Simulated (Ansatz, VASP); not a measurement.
# One calculation of MoCl, two programs

```xyz
4
Lattice="1.5159 0.8752 9.5393 -1.5159 0.8752 9.5393 0.0000 -1.7504 9.5393" Properties=species:S:1:pos:R:3 pbc="T T T"
Mo    0.0000    0.0000    5.9076
Mo    0.0000    0.0000   22.7102
Cl    0.0000    0.0000   17.2088
Cl    0.0000    0.0000   11.4090
```

Alike in both runs: functional PBE; k mesh 7 × 7 × 7; occupations gaussian, width 0.2 eV; collinear spin.

Ansatz relaxed the structure, and its values are those at the end. VASP's run is a single point on that final structure, the one shown.

|  | VASP | Ansatz |
| --- | --- | --- |
| version | VASP 6.6.1 | Ansatz 0.2.0 |
| potentials or method | VASP PAW PBE potentials, release 64 (Mo_sv, Cl), cutoff 520 eV | scalar-relativistic, plane waves, PAW |
| valence electrons in the cell | 42 | 42 |

|  | VASP | Ansatz | Ansatz less VASP |
| --- | --- | --- | --- |
| gap on the k mesh at the Fermi level (eV) | none | none | - |
| pressure (GPa) | 0.0 | 0.0 | -0.06 |
| rms of the force components (eV/Å) | 0.005 | 0.014 | +0.0090 |
| net moment per atom (μB) | 0.00 | 0.00 | 0.000 |

A gap of «none» marks a metal or a gap that the smearing closes. Ansatz's warnings: seeded moment not kept.
